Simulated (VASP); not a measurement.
GaAs, 2 atoms in the cell. Symmetry: F-43m, No. 216, cubic system. Conventional cell: a = 5.750 Å, b = 5.750 Å, c = 5.750 Å, α = 90.00°, β = 90.00°, γ = 90.00°. Within 3.3 Å of Ga (site symmetry -43m) lie 4 As at 2.49 Å. As (site symmetry -43m) has 4 Ga at 2.49 Å within 3.3 Å. 

```yaml
Program: VASP 6.6.1
Task: relaxation of cell and atoms
Functional: LDA
Potentials_or_basis: VASP PAW LDA potentials, release 64 (Ga_d, As)
Cutoff: 600 eV
k_mesh: 12 × 12 × 12
Occupations: gaussian, width 0.1 eV
Spin: no spin polarisation
Dipole_correction: no
Further_INCAR_settings: ALGO = Normal; EDIFF = 1e-07; IBRION = 2; EDIFFG = -0.005; NSW = 100; ISIF = 3
```

Potentials or basis: VASP PAW LDA potentials, release 64 (Ga_d, As).

Launch:

```bash
$ cat potpaw_LDA.64/Ga_d/POTCAR potpaw_LDA.64/As/POTCAR > POTCAR
$ mpirun -np 1 vasp_std > vasp.out
```

Hardware: 1 thread of Intel Xeon 8259CL, with other jobs on the host.

Question: Estimate the wall time of this run.

Answer: It took 2.2 min on 1 thread of Intel Xeon 8259CL, on a shared host, peak memory 0.21 GiB. Counts: scf iterations 29, k points 72, ion steps 3.
